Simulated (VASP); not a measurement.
# As (P4/mmm) in VASP: a series of runs, part 2 of 2

VASP 6.6.1. Earlier steps stand in the parts before.

**3. Single point, LDA (strain +0.030 along x and y, -0.030 along z)**

Contents of INCAR:

```
PREC = Accurate ; ENCUT = 520
EDIFF = 1E-6 ; ISMEAR = 0
SIGMA = 0.15 ; LREAL = False
LASPH = True ; NELM = 60
ALGO = Normal ; ISIF = 2
LWAVE = False ; LCHARG = False
NBANDS = 8
```

Contents of KPOINTS:

```
Automatic mesh
0
Gamma
  18 18 18
```

Contents of POSCAR:

```
As
1.0
    2.7847921967      0.0000000000      0.0000000000
    0.0000000000      2.7847921967      0.0000000000
    0.0000000000      0.0000000000      2.6225712921
As
1
Direct
    0.5000000000      0.5000000000      0.5000000000
```

Potentials or basis: VASP PAW LDA potentials, release 64 (As).

Started as:

```bash
$ cat potpaw_LDA.64/As/POTCAR > POTCAR
$ mpirun -np 1 vasp_std > vasp.out
```

OUTCAR:

```text
PREC = Accurate
   ENCUT = 520
   EDIFF = 1E-6
   ISMEAR = 0
   LREAL = False
   LASPH = True
   NELM = 60
   ISIF = 2

 ion  position               nearest neighbor table
   1  0.500  0.500  0.500-

  LATTYP: Found a simple tetragonal cell.
 ALAT       =     2.7847921967
 C/A-ratio  =     0.9417475728

  Lattice vectors:

 A1 = (   2.7847921967,   0.0000000000,   0.0000000000)
 A2 = (   0.0000000000,   2.7847921967,   0.0000000000)
 A3 = (   0.0000000000,   0.0000000000,   2.6225712921)

Analysis of symmetry for initial positions (statically):
=====================================================================
 Subroutine PRICEL returns:
 Original cell was already a primitive cell.

 Routine SETGRP: Setting up the symmetry group for a
 simple tetragonal supercell.

 Subroutine GETGRP returns: Found 16 space group operations
 (whereof 16 operations were pure point group operations)
 out of a pool of 16 trial point group operations.

The static configuration has the point symmetry D_4h.

Analysis of symmetry for dynamics (positions and initial velocities):
=====================================================================
 Subroutine PRICEL returns:
 Original cell was already a primitive cell.

 Routine SETGRP: Setting up the symmetry group for a
 simple tetragonal supercell.

 Subroutine GETGRP returns: Found 16 space group operations
 (whereof 16 operations were pure point group operations)
 out of a pool of 16 trial point group operations.

The dynamic configuration has the point symmetry D_4h.

 Subroutine INISYM returns: Found 16 space group operations
 (whereof 16 operations are pure point group operations),
 and found     1 'primitive' translations

----------------------------------------------------------------------------------------

                                     Primitive cell

  volume of cell :      20.3382
[... 102 lines left out ...]
   ISMEAR =     0;   SIGMA  =   0.15  broadening in eV -4-tet -1-fermi 0-gaus
   EFERMI_NEDOS =   21; number of points for ismear=-14 and -15
   IALGO  =     38    algorithm
   IMIX   =      4    mixing-type and parameters
     AMIX     =   0.40;   BMIX     =  1.00
     AMIX_MAG =   1.60;   BMIX_MAG =  1.00
  volume/ion in A,a.u.               =      20.34       137.25
  Fermi-wavevector in a.u.,A,eV,Ry     =   1.025559  1.938025 14.310209  1.051771
  Thomas-Fermi vector in A             =   2.159405
   LORBIT       =      0    0 simple, 1 ext, 2 COOP (PROOUT), +10 PAW based schemes
   GGA     = CA    functional components
   LHFCALC =     F    Hartree Fock is set to
   AEXX    =    0.0000 exact exchange contribution
   IVDW    =     0    specifies the selected vdW correction
   LEPSILON=     F    determine dielectric tensor
   LRPA    =     F    only Hartree local field effects (RPA)
 non-spin polarized calculation
 Gauss-broadening in eV      SIGMA  =   0.15
  energy-cutoff  :      520.00
  volume of cell :       20.34
 maximum number of plane-waves:       566
 NGX is ok and might be reduce to    24
   NGX = 11   NGY = 11   NGZ =  9

 number of electron       4.9999999 magnetization

 Free energy of the ion-electron system (eV)
  ---------------------------------------------------
  ext. energy  EPLUGINS =         0.00000000
  ---------------------------------------------------
  free energy    TOTEN  =        -5.27884733 eV

  energy without entropy =       -5.27345431  energy(sigma->0) =       -5.27615082

 E-fermi :   5.6083     XC(G=0): -10.4662

 val. band max:        5.5981432687   @ k =   0.3889   0.2222   0.2778
 cond. band min:       5.6101102237   @ k =   0.2222   0.0556   0.2222
 fundamental gap:      0.0119669550
 Fermi energy:         5.6083213550

 k-point     1 :       0.0000    0.0000    0.0000
  band No.  band energies     occupation
      1      -9.1546      2.00000
      2       8.9266      0.00000
      3       8.9266      0.00000
      4      10.9903      0.00000
      5      13.7085      0.00000
      6      13.9889      0.00000
      7      16.4712      0.00000
      8      29.0363      0.00000
[... 243 lines left out ...]
 k-point    24 :       0.3333    0.1111    0.0000
  band No.  band energies     occupation
      1      -7.2529      2.00000
      2       1.1901      2.00000
      3       8.2878      0.00000
      4      12.4793      0.00000
      5      17.1058      0.00000
      6      17.3728      0.00000
      7      19.7565      0.00000
      8      23.4117      0.00000

 [... further k-points ...]
[... 5 lines left out ...]
  --------------------------------------------------------------------------------------
  -------------------------------------------------------------------------------------
  Total       -0.9971909     -0.9971909      0.3602785      0.0000000      0.0000000      0.0000000
  in kB      -78.5553947    -78.5553947     28.3815461      0.0000000      0.0000000      0.0000000
  external PRESSURE =     -42.9097478 kB  Pullay stress =       0.0000000 kB

 VOLUME and BASIS-vectors are now :
 -----------------------------------------------------------------------------
  energy-cutoff  :      520.00
  volume of cell :       20.34
      direct lattice vectors                 reciprocal lattice vectors
     2.784792197  0.000000000  0.000000000     0.359093221  0.000000000  0.000000000
     0.000000000  2.784792197  0.000000000     0.000000000  0.359093221  0.000000000
     0.000000000  0.000000000  2.622571292     0.000000000  0.000000000  0.381305173

 POSITION                                       TOTAL-FORCE (eV/Angst)
 -----------------------------------------------------------------------------------
      1.39240      1.39240      1.31129         0.000000      0.000000      0.000000
 -----------------------------------------------------------------------------------
    total drift:                                0.000000     -0.000000     -0.000000

  FREE ENERGIE OF THE ION-ELECTRON SYSTEM (eV)
  ---------------------------------------------------
  free  energy   TOTEN  =        -5.2788473331 eV

  energy  without entropy=       -5.2734543057  energy(sigma->0) =       -5.27615082
```

OSZICAR:

```text
N       E                     dE             d eps       ncg     rms          rms(c)
DAV:   1     0.773891735384E+01    0.77389E+01   -0.20974E+03  8872   0.459E+02
DAV:   2    -0.512204385842E+01   -0.12861E+02   -0.12373E+02 11408   0.597E+01
DAV:   3    -0.528450806702E+01   -0.16246E+00   -0.16188E+00 10376   0.933E+00
DAV:   4    -0.528470501054E+01   -0.19694E-03   -0.19694E-03 13464   0.361E-01
DAV:   5    -0.528470512098E+01   -0.11044E-06   -0.11109E-06 10432   0.532E-03    0.218E+00
DAV:   6    -0.528102276201E+01    0.36824E-02   -0.56061E-04 11584   0.156E-01    0.128E+00
DAV:   7    -0.527884465768E+01    0.21781E-02   -0.12576E-03  9600   0.235E-01    0.604E-02
DAV:   8    -0.527884694213E+01   -0.22844E-05   -0.38140E-05 11552   0.399E-02    0.718E-03
DAV:   9    -0.527884733313E+01   -0.39100E-06   -0.62579E-07 10000   0.566E-03
   1 F= -.52788473E+01 E0= -.52761508E+01  d E =-.539303E-02
```

stdout:

```text
POSCAR found type information on POSCAR As
 POSCAR found :  1 types and       1 ions
 scaLAPACK will be used
 LDA part: xc-table for (Slater(with rela. corr.)+CA(PZ))
 , standard interpolation
 POSCAR, INCAR and KPOINTS ok, starting setup
 FFT: planning ... GRIDC
 FFT: planning ... GRID_SOFT
 FFT: planning ... GRID
 WAVECAR not read
 entering main loop
```

Wall time 80 s (1 thread of AMD EPYC 7R13, shared host); peak memory 0.17 GiB.

Results:

| Item | Value |
| --- | --- |
| Free energy | -5.2788 eV |
| Pressure | -4.3 GPa |
| Band gap on the k mesh | zero (an odd number of electrons rules out a gap without spin polarisation) |

Caveat: the cell differs from its parent crystal (strain +0.030 along x and y, -0.030 along z); the cell stands under tension.

**4. Single point, LDA (strain +0.030 along x and y, +0.000 along z)**

Contents of INCAR:

```
PREC = Accurate ; ENCUT = 520
EDIFF = 1E-6 ; ISMEAR = 0
SIGMA = 0.15 ; LREAL = F
LASPH = T ; NELM = 100
ALGO = Normal ; ISIF = 2
LWAVE = F ; LCHARG = T
GGA = CA ; LELF = T
LVHAR = T ; NBANDS = 8
```

KPOINTS is that of step 3.

POSCAR: that of step 3 with these lines changed.

```diff
@@ -4,3 +4,3 @@
     0.0000000000      2.7847921967      0.0000000000
-    0.0000000000      0.0000000000      2.6225712921
+    0.0000000000      0.0000000000      2.7036817444
 As
```

Started as:

```bash
$ cat potpaw_LDA.64/As/POTCAR > POTCAR
$ mpirun -np 1 vasp_std > vasp.out
```

Run time: 1.7 min. Hardware: 1 thread of AMD EPYC 7R13, shared host; peak memory 0.17 GiB.

Results (log left out):

```
Free energy            : -5.2771 eV
Pressure               : -6.6 GPa
Band gap on the k mesh : zero (an odd number of electrons rules out a gap without spin polarisation)
```

Stress tensor (GPa, compression positive):
```
-8.25  0.00  0.00
 0.00 -8.25  0.00
 0.00  0.00 -3.42
```

Levels at points of the mesh, in eV from the Fermi level:
| k point | band 1 | band 2 | band 3 | band 4 | band 5 | band 6 | band 7 | band 8 |
| --- | --- | --- | --- | --- | --- | --- | --- | --- |
| (0.00, 0.00, 0.00) | -14.49 | 3.55 | 3.55 | 4.51 | 8.30 | 8.54 | 10.10 | 23.61 |
| (0.50, 0.00, 0.00) | -11.76 | -6.46 | 5.51 | 6.46 | 10.99 | 13.74 | 14.14 | 14.16 |
| (0.50, 0.50, 0.00) | -8.97 | -4.05 | -4.05 | 2.68 | 8.27 | 16.04 | 17.62 | 17.62 |
| (0.00, 0.00, 0.50) | -11.32 | -6.53 | 5.84 | 5.84 | 11.11 | 13.34 | 13.98 | 14.14 |
| (0.50, 0.00, 0.50) | -8.49 | -4.18 | -3.72 | 2.77 | 7.66 | 15.72 | 16.61 | 16.99 |
| (0.50, 0.50, 0.50) | -5.44 | -2.06 | -1.55 | -1.55 | 5.96 | 5.96 | 6.25 | 9.49 |

Caveat: the cell differs from its parent crystal (strain +0.030 along x and y, +0.000 along z); the cell stands under tension.

**5. Summary**

| cell | gap on the mesh (eV) | pressure (GPa) |
| --- | --- | --- |
| a = 2.704, b = 2.704, c = 2.785 Å, 1 atom | none | -4.7 |
| a = 2.785, b = 2.785, c = 2.623 Å, 1 atom | none | -4.3 |
| a = 2.785, b = 2.785, c = 2.704 Å, 1 atom | none | -6.6 |

Alike in all rows: task single point; level LDA; potentials or basis VASP PAW LDA potentials, release 64 (As); no spin polarisation; k mesh 18 × 18 × 18; cutoff (eV) 520; smearing gaussian 0.15 eV.

Caveats: the cell stands under tension.

Total energies depend on the potentials used, so only differences within one code and one set of settings carry meaning.
